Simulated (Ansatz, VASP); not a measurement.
**One calculation of Pd, two programs**

File INCAR:

```
SYSTEM = Pd
ALGO = Normal ; EDIFF = 1E-6
ENCUT = 520 ; GGA = PS
ISIF = 2 ; ISMEAR = -1
LASPH = .True. ; LCHARG = .False.
LREAL = .False. ; LWAVE = .False.
NBANDS = 11 ; NELM = 60
PREC = Accurate ; SIGMA = 0.05
```

File KPOINTS:

```
k-points
0
Gamma
  18 18 18
  0 0 0
```

The input POSCAR:

```
Pd
1.0
    0.0000000000      1.9449000000      1.9449000000
    1.9449000000      0.0000000000      1.9449000000
    1.9449000000      1.9449000000      0.0000000000
Pd
1
Direct
    0.0000000000      0.0000000000      0.0000000000
```

Input for Ansatz:

```yaml
crystal:
  lattice:
    - [0.0, 1.9449, 1.9449]
    - [1.9449, 0.0, 1.9449]
    - [1.9449, 1.9449, 0.0]
  atoms:
    - { symbol: Pd, position: [0.0, 0.0, 0.0] }
kpoints:
  mp_grid: { grid: [18, 18, 18] }
  band_path:
    path:
      - [0.0, 0.0, 0.0]
      - [0.5, 0.0, 0.5]
      - [0.625, 0.25, 0.625]
      - [0.375, 0.375, 0.75]
      - [0.0, 0.0, 0.0]
      - [0.5, 0.5, 0.5]
      - [0.5, 0.25, 0.75]
      - [0.5, 0.0, 0.5]
    npoints: 5
scf:
  occupations: { method: fermi_dirac, width: 0.05 }
hamiltonian:
  xc: pbesol
  pseudopotentials: { kind: all_electron, lapw: { basis_error: 0.00025 } }
output:
  forces: true
  stress: true
  eigenvalues: true
```

Alike in both runs: task single point; functional PBEsol; k mesh 18 × 18 × 18; occupations fermi-dirac, width 0.05 eV; no spin polarisation.

|  | VASP | Ansatz |
| --- | --- | --- |
| version | VASP 6.6.1 | Ansatz 0.2.0 |
| potentials or method | VASP PAW PBE potentials, release 64 (Pd), cutoff 520 eV | all-electron LAPW, scalar-relativistic |

Ansatz gave:

```
pressure (GPa) : -2.3
```

Task: Estimate VASP's values.

Result: Pressure (GPa): -2.5.

VASP's potentials were made for PBE, not for PBEsol. Ansatz ran all-electron here, and VASP with PAW potentials.
